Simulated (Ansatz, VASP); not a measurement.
Rh in VASP and in Ansatz

Contents of INCAR:

```
PREC     = Accurate       # precision mode
ENCUT    = 520            # plane-wave cutoff, eV
EDIFF    = 1E-8           # SCF threshold, eV
ISMEAR   = -1             # smearing method
SIGMA    = 0.05           # smearing width, eV
LREAL    = F              # projectors in reciprocal space
LASPH    = T              # aspherical terms in the spheres
NELM     = 100            # most SCF steps
ALGO     = Normal         # electronic algorithm
ISIF     = 2              # what is computed and relaxed
LWAVE    = F              # write WAVECAR
LCHARG   = F              # write CHGCAR
GGA      = PE             # functional
LEFG     = T            
NBANDS   = 14             # bands
```

KPOINTS

```
regular mesh
0
Gamma
  16 16 16
```

POSCAR

```
Rh
1.0
    0.0000000000      1.9010831212      1.9440174965
    1.9010831212      0.0000000000      1.9440174965
    1.9010831212      1.9010831212      0.0000000000
Rh
1
Direct
    0.0000000000      0.0000000000      0.0000000000
```

Input for Ansatz:

```yaml
crystal:
  lattice:
    - [0.0, 1.9010831212, 1.9440174965]
    - [1.9010831212, 0.0, 1.9440174965]
    - [1.9010831212, 1.9010831212, 0.0]
  atoms:
    - { symbol: Rh, position: [0.0, 0.0, 0.0] }
kpoints:
  mp_grid: { grid: [16, 16, 16] }
scf:
  occupations: { method: fermi_dirac, width: 0.05 }
hamiltonian:
  xc: pbe
  pseudopotentials: { kind: all_electron, datasets: crystal }
output:
  forces: true
  stress: true
  eigenvalues: true
  efg: { contact_densities: true }
```

Change from the starting cell: z stretched by +1.5 % at fixed volume, crystal datasets.

Alike in both runs: task electric field gradients; functional PBE; k mesh 16 × 16 × 16; occupations fermi-dirac, width 0.05 eV; no spin polarisation.

|  | VASP | Ansatz |
| --- | --- | --- |
| version | VASP 6.6.1 | Ansatz 0.2.0 |
| potentials or method | VASP PAW PBE potentials, release 64 (Rh_pv), cutoff 520 eV | all-electron PAW with datasets made for the crystal, scalar-relativistic |

|  | VASP | Ansatz | Ansatz less VASP |
| --- | --- | --- | --- |
| pressure (GPa) | 0.1 | 0.0 | -0.07 |
| traceless stress, the component that is largest in VASP (GPa) | -3.40 | -3.41 | -0.012 |
| size of Vzz on the site where it differs most (V/Å²) | 1.5 | 1.7 | +0.20 |

Ansatz ran all-electron here, and VASP with PAW potentials.
